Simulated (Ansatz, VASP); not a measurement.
## One calculation of HfN, two programs

```xyz
2
Lattice="0.0000 2.2844 2.2844 2.2590 0.0254 2.2590 2.2590 2.2590 0.0254" Properties=species:S:1:pos:R:3 pbc="T T T"
Hf    0.0000    0.0000    0.0000
N     2.2590    2.2844    2.2844
```

Change from the starting cell: strain +0.0225 x Voigt [0, 0, 0, 1, 0, 0], atoms carried along.

Alike in both runs: task single point; functional LDA; k mesh 18 × 18 × 18; occupations gaussian, width 0.15 eV; no spin polarisation.

|  | VASP | Ansatz |
| --- | --- | --- |
| version | VASP 6.6.1 | Ansatz 0.2.0 |
| potentials or method | VASP PAW LDA potentials, release 64 (Hf_pv, N), cutoff 520 eV | scalar-relativistic, plane waves, PAW |
| valence electrons in the cell | 15 | 31 |

VASP gave:

- gap on the k mesh at the Fermi level (eV): none
- pressure (GPa): -10.6
- traceless stress, the component that is largest in VASP (GPa): -2.79

Q: Estimate Ansatz's values.

A: gap on the k mesh at the Fermi level (eV): none; pressure (GPa): -9.3; traceless stress, the component that is largest in VASP (GPa): -2.75.

LDA's correlation is that of Perdew and Zunger in VASP and of Perdew and Wang (1992) in Ansatz. A gap of «none» marks a metal or a gap that the smearing closes. VASP's potentials hold 15 valence electrons a cell and Ansatz's 31, so a difference there can come from the potentials and not from the codes.

Spin-orbit coupling is off throughout.
